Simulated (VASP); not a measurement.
# SiC (Imm2) in VASP: notebook

The runs below take SiC through single point, with r2SCAN.

Program: VASP 6.6.1. These are calculated values, not measurements. Logs are shortened: lines on timing, memory, paths and dates and some standing lists are left out, and cuts for length are marked.

## 1. The cell of the first run

Symmetry: Imm2, No. 44, orthorhombic system. Conventional cell: a = 2.988 Å, b = 3.173 Å, c = 4.356 Å, α = 90.00°, β = 90.00°, γ = 90.00°. Si (site symmetry mm2) has 4 C at 1.85 to 1.92 Å within 2.5 Å. C (site symmetry mm2) has 4 Si at 1.85 to 1.92 Å within 2.5 Å.

## 2. Single point, r2SCAN (strain -0.0600 x Voigt [0, 0, 0, 0, 1, 0])

File POSCAR:

```
SiC
1.0
   -0.0653443495      2.1781449820      2.1781449820
    2.1128006325      0.0000000000      2.1128006325
    2.1781449820      2.1781449820     -0.0653443495
Si C
1 1
Direct
    0.0000000000      0.0000000000      0.0000000000
    0.7500000000      0.7500000000      0.7500000000
```

File INCAR.step1:

```
  ALGO = Normal
  EDIFF = 1E-4
  ENCUT = 520
  GGA = PE
  ISMEAR = 0
  LASPH = T
  LCHARG = F
  LREAL = F
  LWAVE = T
  NBANDS = 11
  NELM = 100
  PREC = Accurate
  SIGMA = 0.05
```

File INCAR.step2:

```
  ALGO = Normal
  EDIFF = 1E-6
  ENCUT = 520
  ISIF = 2
  ISMEAR = 0
  ISTART = 1
  LASPH = T
  LCHARG = F
  LMIXTAU = T
  LREAL = F
  LWAVE = F
  METAGGA = R2SCAN
  NBANDS = 11
  NELM = 100
  PREC = Accurate
  SIGMA = 0.05
```

File KPOINTS:

```
k-points
0
Gamma
  10 10 10
```

Potentials or basis: VASP PAW PBE potentials, release 64 (Si, C).

Launch:

```console
cat potpaw_PBE.64/Si/POTCAR potpaw_PBE.64/C/POTCAR > POTCAR
cp INCAR.step1 INCAR
mpirun -np 1 vasp_std > vasp.out
cp INCAR.step2 INCAR
mpirun -np 1 vasp_std > vasp.out
```

OUTCAR:

```text
EDIFF = 1E-6
   ENCUT = 520
   ISIF = 2
   ISMEAR = 0
   ISTART = 1
   LASPH = T
   LREAL = F
   METAGGA = R2SCAN
   NELM = 100
   PREC = Accurate

 ion  position               nearest neighbor table
   1  0.000  0.000  0.000-   2 1.85   2 1.85   2 1.92   2 1.92
   2  0.750  0.750  0.750-   1 1.85   1 1.85   1 1.92   1 1.92

  LATTYP: Found a body centered orthorhombic cell.
 ALAT       =     2.9879513091
 B/A-ratio  =     1.0618556701
 C/A-ratio  =     1.4579521262

  Lattice vectors:

 A1 = (   2.1781449820,  -2.1781449820,  -0.0653443495)
 A2 = (  -2.1781449820,  -2.1781449820,   0.0653443495)
 A3 = (   0.0653443495,   2.1781449820,  -2.1781449820)

Analysis of symmetry for initial positions (statically):
=====================================================================
 Subroutine PRICEL returns:
 Original cell was already a primitive cell.

 Routine SETGRP: Setting up the symmetry group for a
 body centered orthorhombic supercell.

 Subroutine GETGRP returns: Found  4 space group operations
 (whereof  4 operations were pure point group operations)
 out of a pool of  8 trial point group operations.

The static configuration has the point symmetry C_2v.

Analysis of symmetry for dynamics (positions and initial velocities):
=====================================================================
 Subroutine PRICEL returns:
 Original cell was already a primitive cell.

 Routine SETGRP: Setting up the symmetry group for a
 body centered orthorhombic supercell.

 Subroutine GETGRP returns: Found  4 space group operations
 (whereof  4 operations were pure point group operations)
 out of a pool of  8 trial point group operations.

The dynamic configuration has the point symmetry C_2v.

 Subroutine INISYM returns: Found  4 space group operations
 (whereof  4 operations are pure point group operations),
 and found     1 'primitive' translations

----------------------------------------------------------------------------------------

                                     Primitive cell

  volume of cell :      20.6490

  direct lattice vectors                    reciprocal lattice vectors
    -0.065344349  2.178144982  2.178144982    -0.222867117  0.229553131  0.222867117
     2.112800632  0.000000000  2.112800632     0.236652712 -0.229553131  0.236652712
     2.178144982  2.178144982 -0.065344349     0.222867117  0.229553131 -0.222867117

  length of vectors
     3.081055178  2.987951309  3.081055178     0.389915560  0.405836977  0.389915560

  position of ions in fractional coordinates (direct lattice)
     0.000000000  0.000000000  0.000000000
     0.750000000  0.750000000  0.750000000

  ion indices of the primitive-cell ions
   primitive index   ion index
                 1           1
                 2           2

----------------------------------------------------------------------------------------

 KPOINTS: k-points

Automatic generation of k-mesh.
 Grid dimensions read from file:
 generate k-points for:   10   10   10

 Generating k-lattice:

  Cartesian coordinates                     Fractional coordinates (reciprocal lattice)
    -0.022286712  0.022955313  0.022286712     0.100000000  0.000000000 -0.000000000
     0.023665271 -0.022955313  0.023665271     0.000000000  0.100000000  0.000000000
     0.022286712  0.022955313 -0.022286712    -0.000000000  0.000000000  0.100000000

  Length of vectors
     0.038991556  0.040583698  0.038991556

  Shift w.r.t. Gamma in fractional coordinates (k-lattice)
     0.000000000  0.000000000  0.000000000

 Subroutine IBZKPT returns following result:
 ===========================================

 Found    171 irreducible k-points:

 Following reciprocal coordinates:
            Coordinates               Weight
  0.000000  0.000000  0.000000      1.000000
  0.100000  0.000000  0.000000      4.000000
  0.200000  0.000000  0.000000      4.000000
  0.300000  0.000000 -0.000000      4.000000
  0.400000  0.000000  0.000000      4.000000
  0.500000  0.000000  0.000000      2.000000
[... 16 lines left out ...]
 -0.400000  0.200000 -0.000000      8.000000
 -0.300000  0.200000 -0.000000      8.000000
 [... further k-points ...]
   k-points           NKPTS =    171   k-points in BZ     NKDIM =    171   number of bands    NBANDS=     11
   number of dos      NEDOS =    301   number of ions     NIONS =      2
   total plane-waves  NPLWV =  13824
   dimension x,y,z NGX =    24 NGY =   24 NGZ =   24
   dimension x,y,z NGXF=    48 NGYF=   48 NGZF=   48
   ions per type =               1   1
   NGX,Y,Z   is equivalent  to a cutoff of  12.95, 13.35, 12.95 a.u.
   NGXF,Y,Z  is equivalent  to a cutoff of  25.90, 26.71, 25.90 a.u.
 SYSTEM =  unknown system
   PREC   = accura    normal or accurate (medium, high low for compatibility)
   ISTART =      1    job   : 0-new  1-cont  2-samecut
   ICHARG =      0    charge: 1-file 2-atom 10-const
   ISPIN  =      1    spin polarized calculation?
   LNONCOLLINEAR =      F non collinear calculations
   LSORBIT =      F    spin-orbit coupling
   LASPH  =      T    aspherical Exc in radial PAW
   ENCUT  =  520.0 eV  38.22 Ry    6.18 a.u.   5.73  5.56  5.73*2*pi/ulx,y,z
   NELM   =    100;   NELMIN=  2; NELMDL=  0     # of ELM steps
   EDIFF  = 0.1E-05   stopping-criterion for ELM
   LREAL  =      F    real-space projection
   EDIFFG = 0.1E-04   stopping-criterion for IOM
   NSW    =      0    number of steps for IOM
   IBRION =     -1    ionic relax: 0-MD 1-quasi-New 2-CG
   NFREE  =      0    steps in history (QN), initial steepest desc. (CG)
   ISIF   =      2    stress and relaxation
   ISYM   =      2    0-nonsym 1-usesym 2-fastsym
   POTIM  = 0.5000    time-step for ionic-motion
   TEBEG  =    0.0;   TEEND  =   0.0 temperature during run
   PSTRESS=    0.0 pullay stress
   NELECT =       8.0000    total number of electrons
   NUPDOWN=      -1.0000    fix difference up-down
   EMIN   =  10.00;   EMAX   =-10.00  energy-range for DOS
   EFERMI =   0.00;   METHOD = LEGACY
   ISMEAR =     0;   SIGMA  =   0.05  broadening in eV -4-tet -1-fermi 0-gaus
   EFERMI_NEDOS =   21; number of points for ismear=-14 and -15
   IALGO  =     38    algorithm
   IMIX   =      4    mixing-type and parameters
     AMIX     =   0.40;   BMIX     =  1.00
     AMIX_MAG =   1.60;   BMIX_MAG =  1.00
  volume/ion in A,a.u.               =      10.32        69.67
  Fermi-wavevector in a.u.,A,eV,Ry     =   1.193452  2.255298 19.379164  1.424328
  Thomas-Fermi vector in A             =   2.329466
   LORBIT       =      0    0 simple, 1 ext, 2 COOP (PROOUT), +10 PAW based schemes
   METAGGA = R2SCAN    functional components
   LHFCALC =     F    Hartree Fock is set to
   AEXX    =    0.0000 exact exchange contribution
   IVDW    =     0    specifies the selected vdW correction
   LEPSILON=     F    determine dielectric tensor
   LRPA    =     F    only Hartree local field effects (RPA)
 non-spin polarized calculation
 Gauss-broadening in eV      SIGMA  =   0.05
  energy-cutoff  :      520.00
  volume of cell :       20.65
 maximum number of plane-waves:       570
   NGX = 11   NGY = 11   NGZ = 11

 number of electron       8.0000000 magnetization

 Free energy of the ion-electron system (eV)
  ---------------------------------------------------
  ext. energy  EPLUGINS =         0.00000000
  ---------------------------------------------------
  free energy    TOTEN  =       -19.26054398 eV

  energy without entropy =      -19.26054398  energy(sigma->0) =      -19.26054398

 E-fermi :   8.5195     XC(G=0): -11.9426

 val. band max:        8.1933768883   @ k =   0.0000   0.0000   0.0000
 cond. band min:       9.5892868080   @ k =   0.5000   0.0000   0.5000
 fundamental gap:      1.3959099196
 Fermi energy:         8.5194818063

 k-point     1 :       0.0000    0.0000    0.0000
  band No.  band energies     occupation
      1      -8.1989      2.00000
      2       7.8376      2.00000
      3       7.9705      2.00000
      4       8.1934      2.00000
      5      14.2333      0.00000
      6      15.1707      0.00000
      7      16.5358      0.00000
      8      16.6175      0.00000
      9      23.2194      0.00000
     10      23.2944      0.00000
     11      25.7521      0.00000

 k-point     2 :       0.1000    0.0000    0.0000
  band No.  band energies     occupation
      1      -8.0057      2.00000
      2       6.7598      2.00000
      3       7.8187      2.00000
      4       8.0637      2.00000
      5      14.7806      0.00000
      6      15.5724      0.00000
      7      16.5931      0.00000
      8      16.8311      0.00000
      9      22.2783      0.00000
     10      22.5841      0.00000
     11      25.4947      0.00000

 k-point     3 :       0.2000    0.0000    0.0000
  band No.  band energies     occupation
      1      -7.4364      2.00000
      2       4.5112      2.00000
      3       7.5573      2.00000
      4       7.7588      2.00000
      5      14.9150      0.00000
      6      16.2921      0.00000
      7      17.1110      0.00000
      8      17.4285      0.00000
      9      21.5378      0.00000
     10      22.1553      0.00000
     11      24.6102      0.00000

 k-point     4 :       0.3000    0.0000   -0.0000
  band No.  band energies     occupation
      1      -6.5342      2.00000
      2       2.1364      2.00000
      3       7.2895      2.00000
      4       7.4346      2.00000
      5      14.6738      0.00000
      6      16.2539      0.00000
      7      16.9280      0.00000
      8      18.5514      0.00000
      9      22.2106      0.00000
     10      23.1366      0.00000
     11      24.3579      0.00000
[... 239 lines left out ...]
 k-point    22 :       0.5000    0.2000    0.0000
  band No.  band energies     occupation
      1      -4.5028      2.00000
      2       0.2532      2.00000
      3       4.7016      2.00000
      4       6.0218      2.00000
      5      13.0435      0.00000
      6      17.0967      0.00000
      7      18.4253      0.00000
      8      19.6752      0.00000
      9      22.6691      0.00000
     10      26.0785      0.00000
     11      28.4377      0.00000

 k-point    23 :      -0.4000    0.2000   -0.0000
  band No.  band energies     occupation
      1      -4.2531      2.00000
      2      -0.0979      2.00000
      3       4.3152      2.00000
      4       6.3451      2.00000
      5      13.4690      0.00000
      6      17.0927      0.00000
      7      18.0621      0.00000
      8      20.1364      0.00000
      9      23.0513      0.00000
     10      23.8254      0.00000
     11      28.4173      0.00000

 k-point    24 :      -0.3000    0.2000   -0.0000
  band No.  band energies     occupation
      1      -5.1053      2.00000
      2       1.1903      2.00000
      3       4.2578      2.00000
      4       6.8283      2.00000
      5      14.2365      0.00000
      6      16.8829      0.00000
      7      17.7101      0.00000
      8      19.0092      0.00000
      9      21.4420      0.00000
     10      24.6968      0.00000
     11      28.4995      0.00000

 [... further k-points ...]
[... 5 lines left out ...]
  --------------------------------------------------------------------------------------
  -------------------------------------------------------------------------------------
  Total        0.1517980      0.0418947      0.1517980      0.0000000      0.0000000      2.2153471
  in kB       11.7781581      3.2506499     11.7781581      0.0000000      0.0000000    171.8909671
  external PRESSURE =       8.9356554 kB  Pullay stress =       0.0000000 kB

 VOLUME and BASIS-vectors are now :
 -----------------------------------------------------------------------------
  energy-cutoff  :      520.00
  volume of cell :       20.65
      direct lattice vectors                 reciprocal lattice vectors
    -0.065344349  2.178144982  2.178144982    -0.222867117  0.229553131  0.222867117
     2.112800632  0.000000000  2.112800632     0.236652712 -0.229553131  0.236652712
     2.178144982  2.178144982 -0.065344349     0.222867117  0.229553131 -0.222867117

 POSITION                                       TOTAL-FORCE (eV/Angst)
 -----------------------------------------------------------------------------------
      0.00000      0.00000      0.00000         0.000000      0.460989      0.000000
      3.16920      3.26722      3.16920        -0.000000     -0.460989     -0.000000
 -----------------------------------------------------------------------------------
    total drift:                                0.000001     -0.000011      0.000001

  FREE ENERGIE OF THE ION-ELECTRON SYSTEM (eV)
  ---------------------------------------------------
  free  energy   TOTEN  =       -19.2605439844 eV

  energy  without entropy=      -19.2605439844  energy(sigma->0) =      -19.26054398
```

It took 36 s on 1 thread of Intel Xeon 6975P-C (Granite Rapids), shared host; peak memory 0.16 GiB.

What came out:

* Free energy: -19.2605 eV
* Pressure: 0.9 GPa
* Largest force: 0.461 eV/Å
* Band gap on the k mesh: 1.40 eV, indirect (least direct gap 4.42 eV)

Forces in eV/Å, atoms in the order of the input:
```
Si   0.000  0.461  0.000
C    0.000 -0.461  0.000
```

Stress tensor (GPa, compression positive):
```
 1.18  0.00 17.19
 0.00  0.33  0.00
17.19  0.00  1.18
```

Caveat: the cell differs from its parent crystal (strain -0.0600 x Voigt [0, 0, 0, 0, 1, 0]); the PAW data sets were made with another functional, which shifts forces and pressure a little.

## 3. Single point, r2SCAN (strain +0.0450 x Voigt [0, 0, 0, 0, 1, 0])

File POSCAR:

```
SiC
1.0
    0.0490082621      2.1781449820      2.1781449820
    2.2271532441      0.0000000000      2.2271532441
    2.1781449820      2.1781449820      0.0490082621
Si C
1 1
Direct
    0.0000000000      0.0000000000      0.0000000000
    0.7500000000      0.7500000000      0.7500000000
```

File INCAR.step1:

```
PREC = Accurate
ENCUT = 520
ISMEAR = 0
SIGMA = 0.05
LREAL = False
LASPH = True
NELM = 100
NBANDS = 11
GGA = PE
ALGO = Normal
EDIFF = 1E-4
LWAVE = True
LCHARG = False
```

File INCAR.step2:

```
PREC = Accurate
ENCUT = 520
EDIFF = 1E-6
ISMEAR = 0
SIGMA = 0.05
LREAL = False
LASPH = True
NELM = 100
ALGO = Normal
ISIF = 2
LWAVE = False
LCHARG = True
METAGGA = R2SCAN
LMIXTAU = True
LELF = True
LVHAR = True
NBANDS = 11
ISTART = 1
```

File KPOINTS:

```
Automatic mesh
0
Gamma
  10 10 10
```

Potentials or basis: VASP PAW PBE potentials, release 64 (Si, C).

Launch:

```console
cat potpaw_PBE.64/Si/POTCAR potpaw_PBE.64/C/POTCAR > POTCAR
cp INCAR.step1 INCAR
mpirun -np 1 vasp_std > vasp.out
cp INCAR.step2 INCAR
mpirun -np 1 vasp_std > vasp.out
```

Run time: 37 s. Hardware: 1 thread of Intel Xeon 6975P-C (Granite Rapids), shared host; peak memory 0.16 GiB.

Results (log left out):

```yaml
Free_energy: -19.2897 eV
Pressure: 0.4 GPa
Largest_force: 0.344 eV/Å
Band_gap_on_the_k_mesh: 1.50 eV, indirect (least direct gap 4.61 eV)
```

Forces in eV/Å, atoms in the order of the input:
```
Si   0.000 -0.344  0.000
C    0.000  0.344  0.000
```

Stress tensor (GPa, compression positive):
```
  0.59   0.00 -12.87
  0.00   0.11   0.00
-12.87   0.00   0.59
```

Levels at points of the mesh, in eV from the valence-band top:
```csv
k point,band 1,band 2,band 3,band 4,band 5,band 6,band 7,band 8
"(0.00, 0.00, 0.00)",-16.34,-0.27,-0.16,0.00,6.30,7.19,8.15,8.28
"(0.50, 0.00, 0.00)",-12.53,-8.92,-1.38,-1.37,5.51,7.19,7.68,10.71
"(0.00, 0.50, 0.00)",-12.88,-9.01,-1.14,-1.08,6.16,7.60,8.09,10.94
"(0.50, 0.50, 0.00)",-11.24,-8.19,-3.47,-3.47,1.59,4.69,14.70,14.98
"(0.50, 0.00, 0.50)",-11.26,-8.19,-3.83,-3.10,1.50,4.81,14.95,15.11
```

Caveat: the cell differs from its parent crystal (strain +0.0450 x Voigt [0, 0, 0, 0, 1, 0]); the PAW data sets were made with another functional, which shifts forces and pressure a little. A k mesh can miss the band edges.

[end of part 1 of 2]
